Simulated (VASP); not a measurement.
# F2 in VASP: single point with PBEsol

Aim: the single point of F2 with PBEsol.

Program: VASP 6.6.1. These are calculated values, not measurements. Logs are shortened: lines on timing, memory, paths and dates and some standing lists are left out, and cuts for length are marked.

## (1) The cell of the first run

The cell holds a molecule in a box, 2 atoms: a = 10.000 Å, b = 10.500 Å, c = 11.000 Å, α = 90.00°, β = 90.00°, γ = 90.00°.

## (2) Single point, PBEsol

Contents of INCAR:

```
SYSTEM = F
ALGO = Normal ; EDIFF = 1E-6
ENCUT = 520 ; GGA = PS
GGA_COMPAT = .False. ; ISIF = 2
ISMEAR = 0 ; LASPH = .True.
LCHARG = .False. ; LREAL = .False.
LWAVE = .False. ; NBANDS = 14
NELM = 120 ; NELMDL = -8
PREC = Accurate ; SIGMA = 0.01
```

Contents of KPOINTS:

```
k-points
0
Gamma
  1 1 1
  0 0 0
```

Contents of POSCAR:

```
F
1.0
   10.0000000000      0.0000000000      0.0000000000
    0.0000000000     10.5000000000      0.0000000000
    0.0000000000      0.0000000000     11.0000000000
F
2
Direct
    0.5000000000      0.5000000000      0.4364763434
    0.5000000000      0.5000000000      0.5635236566
```

Potentials or basis: VASP PAW PBE potentials, release 64 (F).

Launch:

```
> cat potpaw_PBE.64/F/POTCAR > POTCAR
> mpirun -np 1 vasp_gam > vasp.out
```

OUTCAR:

```text
SYSTEM = F
   EDIFF = 1E-6
   ENCUT = 520
   GGA = PS
   ISIF = 2
   ISMEAR = 0
   LASPH = .True.
   LREAL = .False.
   NELM = 120
   NELMDL = -8
   PREC = Accurate

 ion  position               nearest neighbor table
   1  0.500  0.500  0.436-   2 1.40
   2  0.500  0.500  0.564-   1 1.40

  LATTYP: Found a simple orthorhombic cell.
 ALAT       =    10.0000000000
 B/A-ratio  =     1.0500000000
 C/A-ratio  =     1.1000000000

  Lattice vectors:

 A1 = (  10.0000000000,   0.0000000000,   0.0000000000)
 A2 = (   0.0000000000,  10.5000000000,   0.0000000000)
 A3 = (   0.0000000000,   0.0000000000,  11.0000000000)

Analysis of symmetry for initial positions (statically):
=====================================================================
 Subroutine PRICEL returns:
 Original cell was already a primitive cell.

 Routine SETGRP: Setting up the symmetry group for a
 simple orthorhombic supercell.

 Subroutine GETGRP returns: Found  8 space group operations
 (whereof  8 operations were pure point group operations)
 out of a pool of  8 trial point group operations.

The static configuration has the point symmetry D_2h.

Analysis of symmetry for dynamics (positions and initial velocities):
=====================================================================
 Subroutine PRICEL returns:
 Original cell was already a primitive cell.

 Routine SETGRP: Setting up the symmetry group for a
 simple orthorhombic supercell.

 Subroutine GETGRP returns: Found  8 space group operations
 (whereof  8 operations were pure point group operations)
 out of a pool of  8 trial point group operations.

The dynamic configuration has the point symmetry D_2h.

 Subroutine INISYM returns: Found  8 space group operations
 (whereof  8 operations are pure point group operations),
 and found     1 'primitive' translations

----------------------------------------------------------------------------------------

                                     Primitive cell

  volume of cell :    1155.0000

  direct lattice vectors                    reciprocal lattice vectors
    10.000000000  0.000000000  0.000000000     0.100000000  0.000000000  0.000000000
     0.000000000 10.500000000  0.000000000     0.000000000  0.095238095  0.000000000
     0.000000000  0.000000000 11.000000000     0.000000000  0.000000000  0.090909091

  length of vectors
    10.000000000 10.500000000 11.000000000     0.100000000  0.095238095  0.090909091

  position of ions in fractional coordinates (direct lattice)
     0.500000000  0.500000000  0.436476343
     0.500000000  0.500000000  0.563523657

  ion indices of the primitive-cell ions
   primitive index   ion index
                 1           1
                 2           2

----------------------------------------------------------------------------------------

 KPOINTS: k-points

Automatic generation of k-mesh.
 Grid dimensions read from file:
 generate k-points for:    1    1    1

 Generating k-lattice:

  Cartesian coordinates                     Fractional coordinates (reciprocal lattice)
     0.100000000  0.000000000  0.000000000     1.000000000  0.000000000  0.000000000
     0.000000000  0.095238095  0.000000000     0.000000000  1.000000000  0.000000000
     0.000000000  0.000000000  0.090909091     0.000000000  0.000000000  1.000000000

  Length of vectors
     0.100000000  0.095238095  0.090909091

  Shift w.r.t. Gamma in fractional coordinates (k-lattice)
     0.000000000  0.000000000  0.000000000

 Subroutine IBZKPT returns following result:
 ===========================================

 Found      1 irreducible k-points:

 Following reciprocal coordinates:
            Coordinates               Weight
  0.000000  0.000000  0.000000      1.000000
   k-points           NKPTS =      1   k-points in BZ     NKDIM =      1   number of bands    NBANDS=     14
   number of dos      NEDOS =    301   number of ions     NIONS =      2
   total plane-waves  NPLWV = 537600
   dimension x,y,z NGX =    80 NGY =   80 NGZ =   84
   dimension x,y,z NGXF=   160 NGYF=  160 NGZF=  168
   ions per type =               2
   NGX,Y,Z   is equivalent  to a cutoff of  13.30, 12.67, 12.70 a.u.
   NGXF,Y,Z  is equivalent  to a cutoff of  26.60, 25.33, 25.39 a.u.
 SYSTEM =  F
   PREC   = accura    normal or accurate (medium, high low for compatibility)
   ISTART =      0    job   : 0-new  1-cont  2-samecut
   ICHARG =      2    charge: 1-file 2-atom 10-const
   ISPIN  =      1    spin polarized calculation?
   LNONCOLLINEAR =      F non collinear calculations
   LSORBIT =      F    spin-orbit coupling
   LASPH  =      T    aspherical Exc in radial PAW
   ENCUT  =  520.0 eV  38.22 Ry    6.18 a.u.  18.59 19.52 20.45*2*pi/ulx,y,z
   NELM   =    120;   NELMIN=  2; NELMDL= -8     # of ELM steps
   EDIFF  = 0.1E-05   stopping-criterion for ELM
   LREAL  =      F    real-space projection
   EDIFFG = 0.1E-04   stopping-criterion for IOM
   NSW    =      0    number of steps for IOM
   IBRION =     -1    ionic relax: 0-MD 1-quasi-New 2-CG
   NFREE  =      0    steps in history (QN), initial steepest desc. (CG)
   ISIF   =      2    stress and relaxation
   ISYM   =      2    0-nonsym 1-usesym 2-fastsym
   POTIM  = 0.5000    time-step for ionic-motion
   TEBEG  =    0.0;   TEEND  =   0.0 temperature during run
   PSTRESS=    0.0 pullay stress
   NELECT =      14.0000    total number of electrons
   NUPDOWN=      -1.0000    fix difference up-down
   EMIN   =  10.00;   EMAX   =-10.00  energy-range for DOS
   EFERMI =   0.00;   METHOD = LEGACY
   ISMEAR =     0;   SIGMA  =   0.01  broadening in eV -4-tet -1-fermi 0-gaus
   EFERMI_NEDOS =   21; number of points for ismear=-14 and -15
   IALGO  =     38    algorithm
   IMIX   =      4    mixing-type and parameters
     AMIX     =   0.40;   BMIX     =  1.00
     AMIX_MAG =   1.60;   BMIX_MAG =  1.00
  volume/ion in A,a.u.               =     577.50      3897.16
  Fermi-wavevector in a.u.,A,eV,Ry     =   0.376060  0.710650  1.924149  0.141421
  Thomas-Fermi vector in A             =   1.307622
   LORBIT       =      0    0 simple, 1 ext, 2 COOP (PROOUT), +10 PAW based schemes
   GGA     = PS    functional components
   LHFCALC =     F    Hartree Fock is set to
   AEXX    =    0.0000 exact exchange contribution
   IVDW    =     0    specifies the selected vdW correction
   LEPSILON=     F    determine dielectric tensor
   LRPA    =     F    only Hartree local field effects (RPA)
 non-spin polarized calculation
 Gauss-broadening in eV      SIGMA  =   0.01
  energy-cutoff  :      520.00
  volume of cell :     1155.00
 maximum number of plane-waves:     15548
 NGX is ok and might be reduce to    80
   NGX = 37   NGY = 39   NGZ = 41

 number of electron      13.9999989 magnetization

 Free energy of the ion-electron system (eV)
  ---------------------------------------------------
  ext. energy  EPLUGINS =         0.00000000
  ---------------------------------------------------
  free energy    TOTEN  =        -3.86398820 eV

  energy without entropy =       -3.86398820  energy(sigma->0) =       -3.86398820

 E-fermi :  -9.1038     XC(G=0):  -0.4561

 val. band max:       -9.2119568382   @ k =   0.0000   0.0000   0.0000
 cond. band min:      -5.5470675190   @ k =   0.0000   0.0000   0.0000
 fundamental gap:      3.6648893192
 Fermi energy:        -9.1038104347

 k-point     1 :       0.0000    0.0000    0.0000
  band No.  band energies     occupation
      1     -34.0638      2.00000
      2     -27.3324      2.00000
      3     -15.3908      2.00000
      4     -12.7749      2.00000
      5     -12.7749      2.00000
      6      -9.2120      2.00000
      7      -9.2120      2.00000
      8      -5.5471      0.00000
      9      -0.2349      0.00000
     10       0.9947      0.00000
     11       1.0176      0.00000
     12       1.1486      0.00000
     13       1.2707      0.00000
     14       1.2778      0.00000

------------------------ aborting loop because EDIFF is reached ----------------------------------------

  FORCE on cell =-STRESS in cart. coord.  units (eV):
  Direction    XX          YY          ZZ          XY          YZ          ZX
  --------------------------------------------------------------------------------------
  -------------------------------------------------------------------------------------
  Total       -0.1199978     -0.1252439      0.5487204      0.0000000      0.0000000      0.0000000
  in kB       -0.1664570     -0.1737341      0.7611666      0.0000000      0.0000000      0.0000000
  external PRESSURE =       0.1403252 kB  Pullay stress =       0.0000000 kB

 VOLUME and BASIS-vectors are now :
 -----------------------------------------------------------------------------
  energy-cutoff  :      520.00
  volume of cell :     1155.00
      direct lattice vectors                 reciprocal lattice vectors
    10.000000000  0.000000000  0.000000000     0.100000000  0.000000000  0.000000000
     0.000000000 10.500000000  0.000000000     0.000000000  0.095238095  0.000000000
     0.000000000  0.000000000 11.000000000     0.000000000  0.000000000  0.090909091

 POSITION                                       TOTAL-FORCE (eV/Angst)
 -----------------------------------------------------------------------------------
      5.00000      5.25000      4.80124         0.000000      0.000000     -0.461310
      5.00000      5.25000      6.19876         0.000000      0.000000      0.461310
 -----------------------------------------------------------------------------------
    total drift:                                0.000000      0.000000      0.000000

  FREE ENERGIE OF THE ION-ELECTRON SYSTEM (eV)
  ---------------------------------------------------
  free  energy   TOTEN  =        -3.8639882046 eV

  energy  without entropy=       -3.8639882046  energy(sigma->0) =       -3.86398820
```

It took 59 s on 1 thread of Intel Xeon Platinum 8488C (Sapphire Rapids), shared host; peak memory 0.86 GiB.

Results:

```yaml
Free_energy: -3.8640 eV
Largest_force: 0.461 eV/Å
Gap_between_the_frontier_levels: 3.66 eV
```

Forces on the atoms (eV/Å):
```
F    0.000  0.000 -0.461
F    0.000  0.000  0.461
```

Levels at points of the mesh, in eV from the valence-band top:
```csv
k point,band 3,band 4,band 5,band 6,band 7,band 8,band 9,band 10,band 11,band 12
"(0.00, 0.00, 0.00)",-6.18,-3.56,-3.56,0.00,0.00,3.66,8.98,10.21,10.23,10.36
```

Caveat: the PAW data sets were made with another functional, which shifts forces and pressure a little.
